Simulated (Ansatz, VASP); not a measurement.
## One calculation of Si3C, two programs

```
CELL_PARAMETERS angstrom
2.74798 0.00000 0.00000
-1.37399 2.37982 0.00000
0.00000 0.00000 8.93042
ATOMIC_POSITIONS crystal
Si 0.33333 0.66667 0.00000
Si 0.66667 0.33333 0.25000
Si 0.66667 0.33333 0.75000
C 0.33333 0.66667 0.50000
```

Alike in both runs: task single point; functional PBE; k mesh 6 × 6 × 2; occupations gaussian, width 0.1 eV; no spin polarisation.

|  | VASP | Ansatz |
| --- | --- | --- |
| version | VASP 6.6.1 | Ansatz 0.2.0 |
| potentials or method | VASP PAW PBE potentials, release 64 (Si, C), cutoff 520 eV | scalar-relativistic, plane waves, PAW |
| valence electrons in the cell | 16 | 16 |

Ansatz gave:

```
gap on the k mesh at the Fermi level (eV)                     : none
pressure (GPa)                                                : -12.2
traceless stress, the component that is largest in VASP (GPa) : -5.53
rms of the force components (eV/Å)                            : 0.671
```

Task: Which values does VASP return?

Result: gap on the k mesh at the Fermi level (eV): none; pressure (GPa): -12.2; traceless stress, the component that is largest in VASP (GPa): -5.52; rms of the force components (eV/Å): 0.669.

Atom by atom the forces differ by 0.002 eV/Å (rms over components). A gap of «none» marks a metal or a gap that the smearing closes.

The k mesh is coarse, so the values compare programs but aren't converged.
